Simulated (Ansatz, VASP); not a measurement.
**Two plane-wave programs on Sn2F**

```
CELL_PARAMETERS angstrom
5.00076 0.00000 0.00000
-2.50038 4.33079 0.00000
0.00000 0.00000 3.16794
ATOMIC_POSITIONS crystal
Sn 0.33333 0.66667 0.00000
Sn 0.66667 0.33333 0.00000
F 0.00000 0.00000 0.00000
```

Alike in both runs: task relaxation of cell and atoms; functional PBE; k mesh 12 × 12 × 14; occupations gaussian, width 0.1 eV; no spin polarisation.

```csv
,VASP,Ansatz
version,VASP 6.6.1,Ansatz 0.2.0
potentials or method,"VASP PAW PBE potentials, release 64 (Sn_d, F), cutoff 600 eV","scalar-relativistic, plane waves, PAW"
valence electrons in the cell,35,35
```

```csv
,VASP,Ansatz,Ansatz less VASP
"gap on the k mesh at the Fermi level, each at its own relaxed structure (eV)",none,none,-
relaxed volume (Å³/atom),22.68,22.75,+0.070
relaxed length of the cell vector where the two differ most in proportion (Å),3.134,3.139,+0.0046
```

A gap of «none» marks a metal or a gap that the smearing closes.
